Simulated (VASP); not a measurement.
# AlN (AlN (P6_3mc)) in VASP: notebook

The runs below take AlN (AlN (P6_3mc)) through single point, with PBE, r2SCAN, HSE06.

Everything below comes from runs of VASP 6.6.1. Logs are shortened: lines on timing, memory, paths and dates and some standing lists are left out, and cuts for length are marked.

## Step 1: The cell of the first run

The typed cell holds 4 atoms: a = 3.130 Å, b = 3.130 Å, c = 5.017 Å, α = 90.00°, β = 90.00°, γ = 120.00°.

## Step 2: Single point, PBE

The input, INCAR:

```
ALGO = Normal
EDIFF = 1E-6
ENCUT = 520
GGA = PE
ISIF = 2
ISMEAR = 0
LASPH = True
LCHARG = False
LREAL = False
LWAVE = False
NBANDS = 16
NELM = 80
PREC = Accurate
SIGMA = 0.01
```

The input, KPOINTS:

```
Automatic mesh
0
Gamma
  2 2 2
  0.25 0.25 0.25
```

The input, POSCAR:

```
AlN
1.0
    3.1297569551      0.0000000300      0.0000000000
   -1.5648785050      2.7104490149      0.0000000000
    0.0000000000      0.0000000000      5.0174032950
Al N
2 2
Direct
    0.6671048057      0.3329323772      0.5000247806
    0.3329323772      0.6671048057      0.0000247806
    0.6639230877      0.3360397294      0.8799752194
    0.3360397294      0.6639230877      0.3799752194
```

Potentials or basis: VASP PAW PBE potentials, release 64 (Al, N).

The run is started by

```console
$ cat potpaw_PBE.64/Al/POTCAR potpaw_PBE.64/N/POTCAR > POTCAR
$ mpirun -np 1 vasp_std > vasp.out
```

OUTCAR:

```text
EDIFF = 1E-6
   ENCUT = 520
   GGA = PE
   ISIF = 2
   ISMEAR = 0
   LASPH = True
   LREAL = False
   NELM = 80
   PREC = Accurate

 ion  position               nearest neighbor table
   1  0.667  0.333  0.500-   4 1.89   3 1.91   4 1.91   4 1.91   2 3.09   2 3.09   2 3.09   2 3.09
                             2 3.09   2 3.09
   2  0.333  0.667  0.000-   3 1.89   4 1.91   3 1.91   3 1.91   1 3.09   1 3.09   1 3.09   1 3.09
                             1 3.09   1 3.09
   3  0.664  0.336  0.880-   2 1.89   1 1.91   2 1.91   2 1.91
   4  0.336  0.664  0.380-   1 1.89   2 1.91   1 1.91   1 1.91

  LATTYP: Found a hexagonal cell.
 ALAT       =     3.1297569551
 C/A-ratio  =     1.6031287308

  Lattice vectors:

 A1 = (   3.1297569551,   0.0000000300,   0.0000000000)
 A2 = (  -1.5648785050,   2.7104490149,   0.0000000000)
 A3 = (   0.0000000000,   0.0000000000,   5.0174032950)

Analysis of symmetry for initial positions (statically):
=====================================================================
 Subroutine PRICEL returns:
 Original cell was already a primitive cell.

 Routine SETGRP: Setting up the symmetry group for a
 hexagonal supercell.

 Subroutine GETGRP returns: Found  2 space group operations
 (whereof  1 operations were pure point group operations)
 out of a pool of 24 trial point group operations.

The static configuration has the point symmetry C_1 .
 The point group associated with its full space group is C_1h.

Analysis of symmetry for dynamics (positions and initial velocities):
=====================================================================
 Subroutine PRICEL returns:
 Original cell was already a primitive cell.

 Routine SETGRP: Setting up the symmetry group for a
 hexagonal supercell.

 Subroutine GETGRP returns: Found  2 space group operations
 (whereof  1 operations were pure point group operations)
 out of a pool of 24 trial point group operations.

The dynamic configuration has the point symmetry C_1 .
 The point group associated with its full space group is C_1h.

 Subroutine INISYM returns: Found  2 space group operations
 (whereof  1 operations are pure point group operations),
 and found     1 'primitive' translations

----------------------------------------------------------------------------------------

                                     Primitive cell

  volume of cell :      42.5629

  direct lattice vectors                    reciprocal lattice vectors
     3.129756955  0.000000030  0.000000000     0.319513626  0.184471283  0.000000000
    -1.564878505  2.710449015  0.000000000    -0.000000004  0.368942559  0.000000000
     0.000000000  0.000000000  5.017403295     0.000000000  0.000000000  0.199306283

  length of vectors
     3.129756955  3.129756955  5.017403295     0.368942559  0.368942559  0.199306283

  position of ions in fractional coordinates (direct lattice)
     0.667104806  0.332932377  0.500024781
     0.332932377  0.667104806  0.000024781
     0.663923088  0.336039729  0.879975219
     0.336039729  0.663923088  0.379975219

  ion indices of the primitive-cell ions
   primitive index   ion index
                 1           1
                 2           2
                 3           3
                 4           4

----------------------------------------------------------------------------------------

 KPOINTS: Automatic mesh

Automatic generation of k-mesh.
 Grid dimensions read from file:
 generate k-points for:    2    2    2

 Generating k-lattice:

  Cartesian coordinates                     Fractional coordinates (reciprocal lattice)
     0.159756813  0.092235641  0.000000000     0.500000000  0.000000000  0.000000000
    -0.000000002  0.184471279  0.000000000     0.000000000  0.500000000  0.000000000
     0.000000000  0.000000000  0.099653141     0.000000000  0.000000000  0.500000000

  Length of vectors
     0.184471279  0.184471279  0.099653141

  Shift w.r.t. Gamma in fractional coordinates (k-lattice)
     0.250000000  0.250000000  0.250000000

 Subroutine IBZKPT returns following result:
 ===========================================

 Found     28 irreducible k-points:

 Following reciprocal coordinates:
            Coordinates               Weight
  0.125000  0.125000  0.125000      2.000000
 -0.125000  0.250000  0.125000      4.000000
 -0.250000  0.125000  0.125000      4.000000
 -0.125000 -0.125000  0.125000      2.000000
 -0.375000  0.125000  0.125000      4.000000
 -0.125000 -0.250000  0.125000      4.000000
[... 16 lines left out ...]
  0.125000  0.250000 -0.375000      4.000000
 -0.250000  0.375000 -0.375000      4.000000
 [... further k-points ...]
   k-points           NKPTS =     28   k-points in BZ     NKDIM =     28   number of bands    NBANDS=     16
   number of dos      NEDOS =    301   number of ions     NIONS =      4
   total plane-waves  NPLWV =  23040
   dimension x,y,z NGX =    24 NGY =   24 NGZ =   40
   dimension x,y,z NGXF=    48 NGYF=   48 NGZF=   80
   ions per type =               2   2
   NGX,Y,Z   is equivalent  to a cutoff of  12.75, 12.75, 13.25 a.u.
   NGXF,Y,Z  is equivalent  to a cutoff of  25.50, 25.50, 26.51 a.u.
 SYSTEM =  unknown system
   PREC   = accura    normal or accurate (medium, high low for compatibility)
   ISTART =      0    job   : 0-new  1-cont  2-samecut
   ICHARG =      2    charge: 1-file 2-atom 10-const
   ISPIN  =      1    spin polarized calculation?
   LNONCOLLINEAR =      F non collinear calculations
   LSORBIT =      F    spin-orbit coupling
   LASPH  =      T    aspherical Exc in radial PAW
   ENCUT  =  520.0 eV  38.22 Ry    6.18 a.u.   5.82  5.82  9.33*2*pi/ulx,y,z
   NELM   =     80;   NELMIN=  2; NELMDL= -5     # of ELM steps
   EDIFF  = 0.1E-05   stopping-criterion for ELM
   LREAL  =      F    real-space projection
   EDIFFG = 0.1E-04   stopping-criterion for IOM
   NSW    =      0    number of steps for IOM
   IBRION =     -1    ionic relax: 0-MD 1-quasi-New 2-CG
   NFREE  =      0    steps in history (QN), initial steepest desc. (CG)
   ISIF   =      2    stress and relaxation
   ISYM   =      2    0-nonsym 1-usesym 2-fastsym
   POTIM  = 0.5000    time-step for ionic-motion
   TEBEG  =    0.0;   TEEND  =   0.0 temperature during run
   PSTRESS=    0.0 pullay stress
   NELECT =      16.0000    total number of electrons
   NUPDOWN=      -1.0000    fix difference up-down
   EMIN   =  10.00;   EMAX   =-10.00  energy-range for DOS
   EFERMI =   0.00;   METHOD = LEGACY
   ISMEAR =     0;   SIGMA  =   0.01  broadening in eV -4-tet -1-fermi 0-gaus
   EFERMI_NEDOS =   21; number of points for ismear=-14 and -15
   IALGO  =     38    algorithm
   IMIX   =      4    mixing-type and parameters
     AMIX     =   0.40;   BMIX     =  1.00
     AMIX_MAG =   1.60;   BMIX_MAG =  1.00
  volume/ion in A,a.u.               =      10.64        71.81
  Fermi-wavevector in a.u.,A,eV,Ry     =   1.181511  2.232733 18.993310  1.395969
  Thomas-Fermi vector in A             =   2.317783
   LORBIT       =      0    0 simple, 1 ext, 2 COOP (PROOUT), +10 PAW based schemes
   GGA     = PE    functional components
   LHFCALC =     F    Hartree Fock is set to
   AEXX    =    0.0000 exact exchange contribution
   IVDW    =     0    specifies the selected vdW correction
   LEPSILON=     F    determine dielectric tensor
   LRPA    =     F    only Hartree local field effects (RPA)
 non-spin polarized calculation
 Gauss-broadening in eV      SIGMA  =   0.01
  energy-cutoff  :      520.00
  volume of cell :       42.56
 maximum number of plane-waves:      1150
   NGX = 11   NGY = 11   NGZ = 19

 number of electron      15.9999998 magnetization

 Free energy of the ion-electron system (eV)
  ---------------------------------------------------
  ext. energy  EPLUGINS =         0.00000000
  ---------------------------------------------------
  free energy    TOTEN  =       -30.16408305 eV

  energy without entropy =      -30.16408305  energy(sigma->0) =      -30.16408305

 E-fermi :   5.6065     XC(G=0): -10.8435

 val. band max:        5.5607905478   @ k =  -0.1250  -0.1250   0.1250
 cond. band min:      11.2966629249   @ k =   0.3750   0.2500   0.1250
 fundamental gap:      5.7358723771
 Fermi energy:         5.6064903186

 k-point     1 :       0.1250    0.1250    0.1250
  band No.  band energies     occupation
      1      -8.5433      2.00000
      2      -6.8847      2.00000
      3       0.8307      2.00000
      4       3.3830      2.00000
      5       3.4076      2.00000
      6       4.5961      2.00000
[... 8 lines left out ...]
     15      18.3643      0.00000
     16      19.3382      0.00000

 k-point     2 :      -0.1250    0.2500    0.1250
  band No.  band energies     occupation
      1      -8.5412      2.00000
      2      -6.8871      2.00000
      3       0.8315      2.00000
      4       3.3650      2.00000
      5       3.4051      2.00000
      6       4.6092      2.00000
[... 8 lines left out ...]
     15      18.1966      0.00000
     16      19.2522      0.00000

 k-point     3 :      -0.2500    0.1250    0.1250
  band No.  band energies     occupation
      1      -8.5412      2.00000
      2      -6.8871      2.00000
      3       0.8315      2.00000
      4       3.3650      2.00000
      5       3.4050      2.00000
      6       4.6092      2.00000
[... 8 lines left out ...]
     15      18.1964      0.00000
     16      19.2523      0.00000

 k-point     4 :      -0.1250   -0.1250    0.1250
  band No.  band energies     occupation
      1      -8.5433      2.00000
      2      -6.8847      2.00000
      3       0.8307      2.00000
      4       3.3829      2.00000
      5       3.4075      2.00000
      6       4.5961      2.00000
[... 8 lines left out ...]
     15      18.3640      0.00000
     16      19.3384      0.00000

 k-point     5 :      -0.3750    0.1250    0.1250
  band No.  band energies     occupation
      1      -7.9115      2.00000
      2      -6.6332      2.00000
      3       1.3249      2.00000
      4       2.0385      2.00000
      5       2.6399      2.00000
      6       3.8805      2.00000
[... 8 lines left out ...]
     15      18.0767      0.00000
     16      20.0858      0.00000

 k-point     6 :      -0.1250   -0.2500    0.1250
  band No.  band energies     occupation
      1      -7.9152      2.00000
      2      -6.6290      2.00000
      3       1.3300      2.00000
      4       2.0298      2.00000
      5       2.6448      2.00000
      6       3.8796      2.00000
[... 8 lines left out ...]
     15      18.1978      0.00000
     16      20.1634      0.00000
[... 267 lines left out ...]
 k-point    21 :       0.2500   -0.3750   -0.3750
  band No.  band energies     occupation
      1      -7.5737      2.00000
      2      -7.0512      2.00000
      3       1.2074      2.00000
      4       1.6725      2.00000
      5       3.6635      2.00000
      6       4.0613      2.00000
[... 8 lines left out ...]
     15      18.3821      0.00000
     16      19.4108      0.00000

 k-point    22 :       0.3750   -0.1250   -0.3750
  band No.  band energies     occupation
      1      -7.5760      2.00000
      2      -7.0503      2.00000
      3       1.2211      2.00000
      4       1.6927      2.00000
      5       3.6423      2.00000
      6       4.0504      2.00000
[... 8 lines left out ...]
     15      18.4470      0.00000
     16      19.4503      0.00000

 k-point    23 :       0.1250    0.2500   -0.3750
  band No.  band energies     occupation
      1      -7.5782      2.00000
      2      -7.0494      2.00000
      3       1.2379      2.00000
      4       1.7059      2.00000
      5       3.6268      2.00000
      6       4.0385      2.00000
[... 8 lines left out ...]
     15      18.2729      0.00000
     16      19.3577      0.00000

 k-point    24 :      -0.2500    0.3750   -0.3750
  band No.  band energies     occupation
      1      -7.5737      2.00000
      2      -7.0512      2.00000
      3       1.2075      2.00000
      4       1.6725      2.00000
      5       3.6636      2.00000
      6       4.0612      2.00000
[... 8 lines left out ...]
     15      18.3823      0.00000
     16      19.4105      0.00000

 [... further k-points ...]

------------------------ aborting loop because EDIFF is reached ----------------------------------------

  FORCE on cell =-STRESS in cart. coord.  units (eV):
  Direction    XX          YY          ZZ          XY          YZ          ZX
  --------------------------------------------------------------------------------------
  -------------------------------------------------------------------------------------
  Total       -0.4414100     -0.7009295      0.6595055     -0.2247504     -0.0009496     -0.0005482
  in kB      -16.6158247    -26.3848147     24.8255088     -8.4601931     -0.0357438     -0.0206367
  external PRESSURE =      -6.0583768 kB  Pullay stress =       0.0000000 kB

 VOLUME and BASIS-vectors are now :
 -----------------------------------------------------------------------------
  energy-cutoff  :      520.00
  volume of cell :       42.56
      direct lattice vectors                 reciprocal lattice vectors
     3.129756955  0.000000030  0.000000000     0.319513626  0.184471283  0.000000000
    -1.564878505  2.710449015  0.000000000    -0.000000004  0.368942559  0.000000000
     0.000000000  0.000000000  5.017403295     0.000000000  0.000000000  0.199306283

 POSITION                                       TOTAL-FORCE (eV/Angst)
 -----------------------------------------------------------------------------------
      1.56688      0.90240      2.50883         0.115571     -0.068528      0.010695
     -0.00194      1.80815      0.00012        -0.117133      0.065823      0.010695
      1.55206      0.91082      4.41519         0.179127     -0.101616     -0.010695
      0.01276      1.79953      1.90649        -0.177566      0.104321     -0.010695
 -----------------------------------------------------------------------------------
    total drift:                                0.000001      0.000001      0.000437

  FREE ENERGIE OF THE ION-ELECTRON SYSTEM (eV)
  ---------------------------------------------------
  free  energy   TOTEN  =       -30.1640830536 eV

  energy  without entropy=      -30.1640830536  energy(sigma->0) =      -30.16408305
```

It took 6.3 s on 1 thread of Intel Xeon 6975P-C (Granite Rapids), shared host; peak memory 0.15 GiB.

What came out:

```
Free energy            : -30.1641 eV
Pressure               : -0.6 GPa
Largest force          : 0.206 eV/Å
Band gap on the k mesh : 5.74 eV, indirect (least direct gap 6.33 eV)
```

Forces in eV/Å, atoms in the order of the input:
```
Al   0.116 -0.069  0.011
Al  -0.117  0.066  0.011
N    0.179 -0.102 -0.011
N   -0.178  0.104 -0.011
```

Levels at points of the mesh, in eV from the valence-band top:
```csv
k point,band 6,band 7,band 8,band 9,band 10,band 11
"(0.12, 0.12, 0.12)",-0.96,-0.26,0.00,6.35,8.45,8.86
```

Caveat: the k points lie up to 1.16 Å⁻¹ apart. A k mesh can miss the band edges.

## Step 3: Single point, r2SCAN

This run uses another cell than the first one: it holds 8 atoms, not 4.

The input, POSCAR:

```
AlN
1.0
    3.1297569551      0.0000000300      0.0000000000
   -1.5648785050      2.7104490149      0.0000000000
    0.0000000000      0.0000000000     10.0348065900
Al N
4 4
Direct
    0.6671048057      0.3329323772      0.2500123903
    0.3329323772      0.6671048057      0.5000123903
    0.6671048057      0.3329323772      0.7500123903
    0.3329323772      0.6671048057      0.0000123903
    0.6639230877      0.3360397294      0.4399876097
    0.3360397294      0.6639230877      0.1899876097
    0.6639230877      0.3360397294      0.9399876097
    0.3360397294      0.6639230877      0.6899876097
```

The input, INCAR.step1:

```
SYSTEM = AlN
PREC = Accurate
ENCUT = 520
ISMEAR = -1
SIGMA = 0.01
LREAL = .False.
LASPH = .True.
NELM = 60
NBANDS = 26
GGA = PE
ALGO = Normal
EDIFF = 1E-4
LWAVE = .True.
LCHARG = .False.
```

The input, INCAR.step2:

```
SYSTEM = AlN
PREC = Accurate
ENCUT = 520
EDIFF = 1E-6
ISMEAR = -1
SIGMA = 0.01
LREAL = .False.
LASPH = .True.
NELM = 60
ALGO = Normal
ISIF = 2
LWAVE = .False.
LCHARG = .False.
METAGGA = R2SCAN
LMIXTAU = .True.
NBANDS = 26
ISTART = 1
```

The input, KPOINTS:

```
Automatic mesh
0
Gamma
  2 2 1
  0.25 0.25 0.25
```

Potentials or basis: VASP PAW PBE potentials, release 64 (Al, N).

The run is started by

```console
$ cat potpaw_PBE.64/Al/POTCAR potpaw_PBE.64/N/POTCAR > POTCAR
$ cp INCAR.step1 INCAR
$ mpirun -np 1 vasp_std > vasp.out
$ cp INCAR.step2 INCAR
$ mpirun -np 1 vasp_std > vasp.out
```

It took 47 s on 1 thread of Intel Xeon 6975P-C (Granite Rapids), shared host; peak memory 0.21 GiB.

It converged, with:

* Free energy: -77.6279 eV
* Pressure: -5.4 GPa
* Largest force: 0.214 eV/Å
* Band gap on the k mesh: 6.38 eV

Forces in eV/Å, atoms in the order of the input:
```
Al   0.114 -0.068  0.016
Al  -0.116  0.065  0.016
Al   0.114 -0.068  0.016
Al  -0.116  0.065  0.016
N    0.186 -0.105 -0.016
N   -0.184  0.108 -0.016
N    0.186 -0.105 -0.016
N   -0.184  0.108 -0.016
```

Stress tensor (GPa, compression positive):
```
-6.51 -0.83  0.00
-0.83 -7.47  0.00
 0.00  0.00 -2.20
```

Levels at points of the mesh, in eV from the valence-band top:
| k point | band 13 | band 14 | band 15 | band 16 | band 17 | band 18 | band 19 | band 20 |
| --- | --- | --- | --- | --- | --- | --- | --- | --- |
| (0.12, 0.12, 0.25) | -0.58 | -0.46 | -0.27 | 0.00 | 7.07 | 7.53 | 8.44 | 9.26 |

Caveat: the k points lie up to 1.16 Å⁻¹ apart; the PAW data sets were made with another functional, which shifts forces and pressure a little.

[end of part 1 of 2]
